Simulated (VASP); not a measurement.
# N (P6_3/mmc) in VASP: notebook

N is run at these levels: LDA, PBE+D4, PBEsol, BLYP; tasks: single point.

All numbers are computed with VASP 6.6.1; they aren't measurements. Logs are shortened: lines on timing, memory, paths and dates and some standing lists are left out, and cuts for length are marked.

## Step 1: The cell of the first run

Symmetry: P6_3/mmc, No. 194, hexagonal system. Conventional cell: a = 2.519 Å, b = 2.519 Å, c = 2.446 Å, α = 90.00°, β = 90.00°, γ = 120.00°. Within 2.5 Å of N (site symmetry -6m2) lie 8 N at 1.90 to 2.45 Å.

## Step 2: Single point, LDA

File INCAR:

```
PREC = Accurate
ENCUT = 600
EDIFF = 1E-6
ISMEAR = 0
SIGMA = 0.01
LREAL = False
LASPH = True
NELM = 120
ALGO = Normal
ISIF = 2
LWAVE = False
LCHARG = True
LELF = True
LVHAR = True
NBANDS = 12
GGA_COMPAT = False
```

File KPOINTS:

```
Automatic mesh
0
Gamma
  12 12 11
```

File POSCAR:

```
N
1.0
    2.5194737886      0.0000000000      0.0000000000
   -1.2597368943      2.1819283051      0.0000000000
    0.0000000000      0.0000000000      2.4460020000
N
2
Direct
    0.3333333333      0.6666666667      0.7500000000
    0.6666666667      0.3333333333      0.2500000000
```

Potentials or basis: VASP PAW LDA potentials, release 64 (N).

Command:

```console
$ cat potpaw_LDA.64/N/POTCAR > POTCAR
$ mpirun -np 1 vasp_std > vasp.out
```

OUTCAR:

```text
PREC = Accurate
   ENCUT = 600
   EDIFF = 1E-6
   ISMEAR = 0
   LREAL = False
   LASPH = True
   NELM = 120
   ISIF = 2

 ion  position               nearest neighbor table
   1  0.333  0.667  0.750-
   2  0.667  0.333  0.250-

  LATTYP: Found a hexagonal cell.
 ALAT       =     2.5194737886
 C/A-ratio  =     0.9708384390

  Lattice vectors:

 A1 = (   2.5194737886,   0.0000000000,   0.0000000000)
 A2 = (  -1.2597368943,   2.1819283051,   0.0000000000)
 A3 = (   0.0000000000,   0.0000000000,   2.4460020000)

Analysis of symmetry for initial positions (statically):
=====================================================================
 Subroutine PRICEL returns:
 Original cell was already a primitive cell.

 Routine SETGRP: Setting up the symmetry group for a
 hexagonal supercell.

 Subroutine GETGRP returns: Found 24 space group operations
 (whereof 12 operations were pure point group operations)
 out of a pool of 24 trial point group operations.

The static configuration has the point symmetry D_3d.
 The point group associated with its full space group is D_6h.

Analysis of symmetry for dynamics (positions and initial velocities):
=====================================================================
 Subroutine PRICEL returns:
 Original cell was already a primitive cell.

 Routine SETGRP: Setting up the symmetry group for a
 hexagonal supercell.

 Subroutine GETGRP returns: Found 24 space group operations
 (whereof 12 operations were pure point group operations)
 out of a pool of 24 trial point group operations.

The dynamic configuration has the point symmetry D_3d.
 The point group associated with its full space group is D_6h.

 Subroutine INISYM returns: Found 24 space group operations
 (whereof 12 operations are pure point group operations),
 and found     1 'primitive' translations

----------------------------------------------------------------------------------------

                                     Primitive cell

  volume of cell :      13.4464

  direct lattice vectors                    reciprocal lattice vectors
     2.519473789  0.000000000  0.000000000     0.396908277  0.229155100  0.000000000
    -1.259736894  2.181928305  0.000000000     0.000000000  0.458310201  0.000000000
     0.000000000  0.000000000  2.446002000     0.000000000  0.000000000  0.408830410

  length of vectors
     2.519473789  2.519473789  2.446002000     0.458310201  0.458310201  0.408830410

  position of ions in fractional coordinates (direct lattice)
     0.333333333  0.666666667  0.750000000
     0.666666667  0.333333333  0.250000000

  ion indices of the primitive-cell ions
   primitive index   ion index
                 1           1
                 2           2

----------------------------------------------------------------------------------------

 KPOINTS: Automatic mesh

Automatic generation of k-mesh.
 Grid dimensions read from file:
 generate k-points for:   12   12   11

 Generating k-lattice:

  Cartesian coordinates                     Fractional coordinates (reciprocal lattice)
     0.033075690  0.019096258  0.000000000     0.083333333  0.000000000  0.000000000
     0.000000000  0.038192517  0.000000000     0.000000000  0.083333333  0.000000000
     0.000000000  0.000000000  0.037166401     0.000000000  0.000000000  0.090909091

  Length of vectors
     0.038192517  0.038192517  0.037166401

  Shift w.r.t. Gamma in fractional coordinates (k-lattice)
     0.000000000  0.000000000  0.000000000

 Subroutine IBZKPT returns following result:
 ===========================================

 Found    114 irreducible k-points:

 Following reciprocal coordinates:
            Coordinates               Weight
  0.000000  0.000000  0.000000      1.000000
  0.083333  0.000000  0.000000      6.000000
  0.166667 -0.000000  0.000000      6.000000
  0.250000 -0.000000  0.000000      6.000000
  0.333333 -0.000000  0.000000      6.000000
  0.416667 -0.000000  0.000000      6.000000
[... 16 lines left out ...]
  0.250000 -0.000000  0.090909     12.000000
  0.333333 -0.000000  0.090909     12.000000
 [... further k-points ...]
   k-points           NKPTS =    114   k-points in BZ     NKDIM =    114   number of bands    NBANDS=     12
   number of dos      NEDOS =    301   number of ions     NIONS =      2
   total plane-waves  NPLWV =   8000
   dimension x,y,z NGX =    20 NGY =   20 NGZ =   20
   dimension x,y,z NGXF=    40 NGYF=   40 NGZF=   40
   ions per type =               2
   NGX,Y,Z   is equivalent  to a cutoff of  13.20, 13.20, 13.59 a.u.
   NGXF,Y,Z  is equivalent  to a cutoff of  26.39, 26.39, 27.19 a.u.
 SYSTEM =  unknown system
   PREC   = accura    normal or accurate (medium, high low for compatibility)
   ISTART =      0    job   : 0-new  1-cont  2-samecut
   ICHARG =      2    charge: 1-file 2-atom 10-const
   ISPIN  =      1    spin polarized calculation?
   LNONCOLLINEAR =      F non collinear calculations
   LSORBIT =      F    spin-orbit coupling
   LASPH  =      T    aspherical Exc in radial PAW
   ENCUT  =  600.0 eV  44.10 Ry    6.64 a.u.   5.03  5.03  4.89*2*pi/ulx,y,z
   NELM   =    120;   NELMIN=  2; NELMDL= -5     # of ELM steps
   EDIFF  = 0.1E-05   stopping-criterion for ELM
   LREAL  =      F    real-space projection
   EDIFFG = 0.1E-04   stopping-criterion for IOM
   NSW    =      0    number of steps for IOM
   IBRION =     -1    ionic relax: 0-MD 1-quasi-New 2-CG
   NFREE  =      0    steps in history (QN), initial steepest desc. (CG)
   ISIF   =      2    stress and relaxation
   ISYM   =      2    0-nonsym 1-usesym 2-fastsym
   POTIM  = 0.5000    time-step for ionic-motion
   TEBEG  =    0.0;   TEEND  =   0.0 temperature during run
   PSTRESS=    0.0 pullay stress
   NELECT =      10.0000    total number of electrons
   NUPDOWN=      -1.0000    fix difference up-down
   EMIN   =  10.00;   EMAX   =-10.00  energy-range for DOS
   EFERMI =   0.00;   METHOD = LEGACY
   ISMEAR =     0;   SIGMA  =   0.01  broadening in eV -4-tet -1-fermi 0-gaus
   EFERMI_NEDOS =   21; number of points for ismear=-14 and -15
   IALGO  =     38    algorithm
   IMIX   =      4    mixing-type and parameters
     AMIX     =   0.40;   BMIX     =  1.00
     AMIX_MAG =   1.60;   BMIX_MAG =  1.00
  volume/ion in A,a.u.               =       6.72        45.37
  Fermi-wavevector in a.u.,A,eV,Ry     =   1.483221  2.802881 29.932052  2.199944
  Thomas-Fermi vector in A             =   2.596909
   LORBIT       =      0    0 simple, 1 ext, 2 COOP (PROOUT), +10 PAW based schemes
   GGA     = CA    functional components
   LHFCALC =     F    Hartree Fock is set to
   AEXX    =    0.0000 exact exchange contribution
   IVDW    =     0    specifies the selected vdW correction
   LEPSILON=     F    determine dielectric tensor
   LRPA    =     F    only Hartree local field effects (RPA)
 non-spin polarized calculation
 Gauss-broadening in eV      SIGMA  =   0.01
  energy-cutoff  :      600.00
  volume of cell :       13.45
 maximum number of plane-waves:       462
 NGX is ok and might be reduce to    20
   NGX =  9   NGY =  9   NGZ =  9

 number of electron      10.0000001 magnetization

 Free energy of the ion-electron system (eV)
  ---------------------------------------------------
  ext. energy  EPLUGINS =         0.00000000
  ---------------------------------------------------
  free energy    TOTEN  =       -11.37307980 eV

  energy without entropy =      -11.37300555  energy(sigma->0) =      -11.37304268

 E-fermi :   6.9047     XC(G=0): -13.3924

 val. band max:        6.8931336545   @ k =   0.0833   0.0000   0.4545
 cond. band min:       6.9111761644   @ k =   0.1667   0.0833   0.2727
 fundamental gap:      0.0180425098
 Fermi energy:         6.9047078946

 k-point     1 :       0.0000    0.0000    0.0000
  band No.  band energies     occupation
      1     -15.0583      2.00000
      2       1.5396      2.00000
      3       2.0310      2.00000
      4       4.5042      2.00000
      5       4.5042      2.00000
      6       9.6556      0.00000
      7       9.6556      0.00000
      8      12.9365      0.00000
      9      21.2032      0.00000
     10      24.6755      0.00000
     11      32.0223      0.00000
     12      32.0223      0.00000

 k-point     2 :       0.0833    0.0000    0.0000
  band No.  band energies     occupation
      1     -14.8901      2.00000
      2       0.9586      2.00000
      3       2.1677      2.00000
      4       4.2340      2.00000
      5       4.5853      2.00000
      6       9.5923      0.00000
      7       9.9154      0.00000
      8      12.7195      0.00000
      9      21.6128      0.00000
     10      24.5156      0.00000
     11      32.2966      0.00000
     12      32.3579      0.00000

 k-point     3 :       0.1667   -0.0000    0.0000
  band No.  band energies     occupation
      1     -14.3896      2.00000
      2      -0.5166      2.00000
      3       2.5703      2.00000
      4       3.6108      2.00000
      5       4.7167      2.00000
      6       9.4593      0.00000
      7      10.4985      0.00000
      8      12.1026      0.00000
      9      22.5134      0.00000
     10      24.2201      0.00000
     11      33.1586      0.00000
     12      33.3070      0.00000
[... 286 lines left out ...]
 k-point    23 :       0.2500   -0.0000    0.0909
  band No.  band energies     occupation
      1     -13.4058      2.00000
      2      -2.4633      2.00000
      3       1.8987      2.00000
      4       3.0640      2.00000
      5       5.8843      2.00000
      6       9.0048      0.00000
      7      10.9234      0.00000
      8      11.3339      0.00000
      9      22.5498      0.00000
     10      25.6460      0.00000
     11      33.9927      0.00000
     12      34.3145      0.00000

 k-point    24 :       0.3333   -0.0000    0.0909
  band No.  band energies     occupation
      1     -12.3059      2.00000
      2      -4.4341      2.00000
      3       2.4457      2.00000
      4       2.4961      2.00000
      5       5.9694      2.00000
      6       8.4726      0.00000
      7      10.8538      0.00000
      8      11.3286      0.00000
      9      21.6444      0.00000
     10      27.7458      0.00000
     11      33.1083      0.00000
     12      35.2657      0.00000

 [... further k-points ...]
[... 5 lines left out ...]
  --------------------------------------------------------------------------------------
  -------------------------------------------------------------------------------------
  Total       -0.2011443     -0.2011443     -1.4141870      0.0000000     -0.0000000      0.0000000
  in kB      -23.9668670    -23.9668670   -168.5040262      0.0000000     -0.0000000      0.0000000
  external PRESSURE =     -72.1459200 kB  Pullay stress =       0.0000000 kB

 VOLUME and BASIS-vectors are now :
 -----------------------------------------------------------------------------
  energy-cutoff  :      600.00
  volume of cell :       13.45
      direct lattice vectors                 reciprocal lattice vectors
     2.519473789  0.000000000  0.000000000     0.396908277  0.229155100  0.000000000
    -1.259736894  2.181928305  0.000000000     0.000000000  0.458310201  0.000000000
     0.000000000  0.000000000  2.446002000     0.000000000  0.000000000  0.408830410

 POSITION                                       TOTAL-FORCE (eV/Angst)
 -----------------------------------------------------------------------------------
     -0.00000      1.45462      1.83450        -0.000000      0.000000      0.000000
      1.25974      0.72731      0.61150         0.000000     -0.000000     -0.000000
 -----------------------------------------------------------------------------------
    total drift:                               -0.000000      0.000000      0.000000

  FREE ENERGIE OF THE ION-ELECTRON SYSTEM (eV)
  ---------------------------------------------------
  free  energy   TOTEN  =       -11.3730798014 eV

  energy  without entropy=      -11.3730055517  energy(sigma->0) =      -11.37304268
```

Wall time 7.5 s (1 thread of AMD EPYC 9R45 (Zen 5), shared host); peak memory 0.09 GiB.

What came out:

| Quantity | Value |
| --- | --- |
| Free energy | -11.3731 eV |
| Pressure | -7.2 GPa |
| Band gap on the k mesh | zero (band 5 reaches 8.03 eV, above the bottom of band 6 at 3.81 eV) |

Stress tensor (GPa, compression positive):
```
 -2.40   0.00   0.00
  0.00  -2.40   0.00
  0.00   0.00 -16.85
```

## Step 3: Single point, PBE+D4

File INCAR:

```
SYSTEM = N
PREC     = Accurate       ! precision mode
ENCUT    = 600            ! plane-wave cutoff, eV
EDIFF    = 1E-6           ! SCF threshold, eV
ISMEAR   = -5             ! smearing method
SIGMA    = 0.05           ! smearing width, eV
LREAL    = .FALSE.        ! projectors in reciprocal space
LASPH    = .TRUE.         ! aspherical terms in the spheres
NELM     = 120            ! most SCF steps
ALGO     = Normal         ! electronic algorithm
ISIF     = 2              ! what is computed and relaxed
LWAVE    = .FALSE.        ! write WAVECAR
LCHARG   = .TRUE.         ! write CHGCAR
GGA      = PE             ! functional
IVDW     = 13             ! dispersion correction
LELF     = .TRUE.         ! ELF
LVHAR    = .TRUE.       
NBANDS   = 12             ! bands
GGA_COMPAT= .FALSE.
```

File KPOINTS:

```
Automatic mesh
0
G
  12 12 11
  0 0 0
```

POSCAR is that of step 2.

Potentials or basis: VASP PAW PBE potentials, release 64 (N).

Command:

```console
$ cat potpaw_PBE.64/N/POTCAR > POTCAR
$ mpirun -np 1 vasp_std > vasp.out
```

It took 11 s on 1 thread of AMD EPYC 9R45 (Zen 5), shared host; peak memory 0.1 GiB.

The run converged. Its results:

```
Free energy                : -9.7479 eV
Pressure                   : 6.8 GPa
Band gap on the k mesh     : zero (band 5 reaches 8.19 eV, above the bottom of band 6 at 4.07 eV)
Dispersion energy per atom : -0.167 eV
```

Stress tensor (GPa, compression positive):
```
10.32  0.00  0.00
 0.00 10.32  0.00
 0.00  0.00 -0.13
```

Levels at points of the mesh, in eV from the Fermi level:
| k point | band 3 | band 4 | band 5 | band 6 | band 7 | band 8 |
| --- | --- | --- | --- | --- | --- | --- |
| (0.00, 0.00, 0.00) | -4.72 | -2.30 | -2.30 | 2.88 | 2.88 | 6.21 |
| (0.50, 0.00, 0.00) | -4.93 | -2.20 | -1.44 | 1.78 | 2.77 | 5.14 |

Caveat: pairwise dispersion overbinds metals, which lowers pressure and volume; tetrahedron occupations give inexact forces and stress in metals.

(Part 1 of 2 ends here.)
